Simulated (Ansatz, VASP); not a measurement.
**One calculation of Y3C2, two programs**

```
CELL_PARAMETERS angstrom
-0.00155 0.51931 -3.46045
-2.84784 -5.50624 0.93605
-8.47394 5.49719 -0.93192
ATOMIC_POSITIONS crystal
Y 0.53468 0.99994 0.00005
Y 0.03013 0.49993 0.50003
Y 0.70296 0.96970 0.66534
Y 0.71878 0.51317 0.17440
Y 0.38026 0.48691 0.82556
Y 0.40005 0.03020 0.33465
C 0.03323 0.69719 0.71288
C 0.08355 0.17831 0.16388
C 0.06761 0.82187 0.83611
C 0.04874 0.30278 0.28710
```

Change from the starting cell: cell x2, atoms moved at random (sigma 0.1 Å) and cell strained at random (1.5 %), then relaxed without symmetry.

Alike in both runs: functional PBE; k mesh 6 × 4 × 2; occupations gaussian, width 0.2 eV; no spin polarisation.

Ansatz relaxed the structure, and its values are those at the end. VASP's run is a single point on that final structure, the one shown.

```csv
,VASP,Ansatz
version,VASP 6.6.1,Ansatz 0.2.0
potentials or method,"VASP PAW PBE potentials, release 64 (Y_sv, C), cutoff 520 eV","scalar-relativistic, plane waves, PAW"
valence electrons in the cell,82,82
```

```tsv
	VASP	Ansatz	Ansatz less VASP
gap on the k mesh at the Fermi level (eV)	none	none	-
pressure (GPa)	0.0	0.0	+0.02
rms of the force components (eV/Å)	0.028	0.003	-0.0250
```

A gap of «none» marks a metal or a gap that the smearing closes.
